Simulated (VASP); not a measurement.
Wanted: the native input for a VASP 6.6.1 run.

```
Task                   : single point
Functional             : PBE
Potentials or basis    : VASP PAW PBE potentials, release 64 (Pt)
Cutoff                 : 520 eV
k mesh                 : 21 × 21 × 21
Occupations            : fermi-dirac, width 0.0612256 eV
Spin                   : no spin polarisation
Dipole correction      : no
Further INCAR settings : ALGO = Normal; EDIFF = 1e-07; NBANDS = 11
```

The structure of Pt lies in POSCAR:

```
Pt
1.0
    2.5721075436      0.0000000000      0.0000000000
    0.0000000000      2.5721075436      0.0000000000
    0.0000000000      0.0000000000      2.5721075436
Pt
1
Direct
    0.0000000000      0.0000000000      0.0000000000
```

This isn't the form of Pt at room conditions, which is fcc.

One way to write it, as run:

INCAR

```
SYSTEM = Pt
PREC = Accurate
ENCUT = 520
EDIFF = 1E-7
ISMEAR = -1
SIGMA = 0.06122561905347299
LREAL = .FALSE.
LASPH = .TRUE.
NELM = 80
ALGO = Normal
ISIF = 2
LWAVE = .FALSE.
LCHARG = .FALSE.
GGA = PE
NBANDS = 11
```

KPOINTS

```
Automatic mesh
0
G
  21 21 21
  0 0 0
```

Potentials or basis: VASP PAW PBE potentials, release 64 (Pt).

Launch:

```bash
$ cat potpaw_PBE.64/Pt/POTCAR > POTCAR
$ mpirun -np 1 vasp_std > vasp.out
```

Results of the run:

```
Pressure               : 12.6 GPa
Band gap on the k mesh : zero (bands 5 and 6 overlap by 3.35 eV)
```

Caveat: the cell stands under pressure; spin-orbit coupling is left out, which moves the levels of the heavy elements.

Run time: 27 s on 1 thread of Intel(R) Xeon(R) Platinum 8259CL CPU @ 2.50GHz (Skylake/Cascade Lake), with other jobs on the host, peak memory 0.17 GiB.
